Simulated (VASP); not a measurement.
Here is a VASP 6.6.1 calculation.

File INCAR:

```
SYSTEM = Ir
  PREC = Accurate
  ENCUT = 520
  EDIFF = 1E-6
  ISMEAR = -1
  SIGMA = 0.08
  LREAL = .FALSE.
  LASPH = .TRUE.
  NELM = 60
  ALGO = Normal
  ISIF = 2
  LWAVE = .FALSE.
  LCHARG = .FALSE.
  GGA = CA
  NBANDS = 10
```

The input KPOINTS:

```
Automatic mesh
0
G
  18 18 18
  0 0 0
```

File POSCAR:

```
Ir
1.0
    0.0000000000      1.8286505848      1.8286505848
    1.8286505848      0.0000000000      1.8286505848
    1.8286505848      1.8286505848      0.0000000000
Ir
1
Direct
    0.0000000000      0.0000000000      0.0000000000
```

Potentials or basis: VASP PAW LDA potentials, release 64 (Ir).

Command:

```sh
$ cat potpaw_LDA.64/Ir/POTCAR > POTCAR
$ mpirun -np 1 vasp_std > vasp.out
```

Problem. Predict the band gap on the k mesh.

Solution. Zero (an odd number of electrons rules out a gap without spin polarisation).

Problem. What does it give for the pressure?

Solution. 72.8 GPa.

Caveat: the cell stands under pressure; spin-orbit coupling is left out, which moves the levels of the heavy elements.
